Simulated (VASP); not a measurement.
Here is a VASP 6.6.1 calculation.

File INCAR:

```
ALGO = Normal ; EDIFF = 1E-6
EDIFFG = -0.002 ; ENCUT = 520
IBRION = 2 ; ISIF = 2
ISMEAR = 0 ; LASPH = True
LCHARG = False ; LREAL = False
LWAVE = False ; NELM = 100
NSW = 60 ; PREC = Accurate
SIGMA = 0.02
```

KPOINTS

```
k-points
0
Gamma
  6 6 6
```

The input POSCAR:

```
BaHfO3
1.0
    4.1773413763      0.0000000000      0.0000000000
    0.0000000000      4.1773413763      0.0000000000
    0.0000000000      0.0000000000      4.1773413763
Ba Hf O
1 1 3
Direct
    0.5000000000      0.5000000000      0.5000000000
    0.0000000000      0.0000000000      0.0000000000
    0.0000000000      0.5000000000      0.0000000000
    0.5000000000      0.0000000000      0.0000000000
    0.0000000000      0.0000000000      0.5000000000
```

Potentials or basis: VASP PAW LDA potentials, release 64 (Ba_sv, Hf_pv, O).

The run is started by

```bash
$ cat potpaw_LDA.64/Ba_sv/POTCAR potpaw_LDA.64/Hf_pv/POTCAR potpaw_LDA.64/O/POTCAR > POTCAR
$ mpirun -np 1 vasp_std > vasp.out
```

**Question.** Estimate the band gap on the k mesh.

**Answer.** 3.40 eV (least direct gap 3.62 eV).

Final structure:
```cif
data_structure
_symmetry_space_group_name_H-M 'P 1'
_symmetry_Int_Tables_number 1
_cell_length_a 4.1773
_cell_length_b 4.1773
_cell_length_c 4.1773
_cell_angle_alpha 90.000
_cell_angle_beta 90.000
_cell_angle_gamma 90.000
_cell_volume 72.90
loop_
_atom_site_label
_atom_site_type_symbol
_atom_site_fract_x
_atom_site_fract_y
_atom_site_fract_z
_atom_site_occupancy
Ba1 Ba 0.50000 0.50000 0.50000 1
Hf1 Hf 0.00000 0.00000 0.00000 1
O1 O 0.00000 0.50000 0.00000 1
O2 O 0.50000 0.00000 0.00000 1
O3 O 0.00000 0.00000 0.50000 1
```

Caveat: the cell differs from its parent crystal (strained cell); the relaxation stopped at its first step, so nothing moved; spin-orbit coupling is left out, which moves the levels of the heavy elements. A k mesh can miss the band edges.
